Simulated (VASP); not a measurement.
Set up this calculation in VASP 6.6.1, as the native input.

| Property | Result |
| --- | --- |
| Task | single point |
| Functional | r2SCAN |
| Potentials or basis | VASP PAW PBE potentials, release 64 (Se, Y_sv) |
| Cutoff | 520 eV |
| k mesh | 10 × 10 × 10 |
| Occupations | fermi-dirac, width 0.1 eV |
| Spin | no spin polarisation |
| Dipole correction | no |
| Further INCAR settings | ALGO = Normal; EDIFF = 1e-07; NBANDS = 16 |

Crystal: YSe.

```
Se Y
1.0
     0.00000    2.87031    2.87031
     2.87031    0.00000    2.87031
     2.87031    2.87031    0.00000
Se Y
1 1
Cartesian
  0.0000 0.0000 0.0000
  2.8703 2.8703 2.8703
```

The input as run:

POSCAR

```
YSe
1.0
    0.0000000000      2.8703055100      2.8703055100
    2.8703055100      0.0000000000      2.8703055100
    2.8703055100      2.8703055100      0.0000000000
Se Y
1 1
Direct
    0.0000000000      0.0000000000      0.0000000000
    0.5000000000      0.5000000000      0.5000000000
```

INCAR.step1

```
ALGO = Normal
EDIFF = 1E-4
ENCUT = 520
GGA = PE
ISMEAR = -1
LASPH = T
LCHARG = F
LREAL = F
LWAVE = T
NBANDS = 16
NELM = 60
PREC = Accurate
SIGMA = 0.1
```

INCAR.step2

```
ALGO = Normal
EDIFF = 1E-7
ENCUT = 520
ISIF = 2
ISMEAR = -1
ISTART = 1
LASPH = T
LCHARG = F
LMIXTAU = T
LREAL = F
LWAVE = F
METAGGA = R2SCAN
NBANDS = 16
NELM = 60
PREC = Accurate
SIGMA = 0.1
```

KPOINTS

```
k-points
0
Gamma
  10 10 10
```

Potentials or basis: VASP PAW PBE potentials, release 64 (Se, Y_sv).

The run is started by

```sh
$ cat potpaw_PBE.64/Se/POTCAR potpaw_PBE.64/Y_sv/POTCAR > POTCAR
$ cp INCAR.step1 INCAR
$ mpirun -np 1 vasp_std > vasp.out
$ cp INCAR.step2 INCAR
$ mpirun -np 1 vasp_std > vasp.out
```

It gave:

```json
{
  "Pressure": "0.9 GPa"
}
```

Caveat: the PAW data sets were made with another functional, which shifts forces and pressure a little.

Run time: 3.3 min on 1 thread of Intel Xeon 6975P-C, on a shared host, peak memory 0.21 GiB.
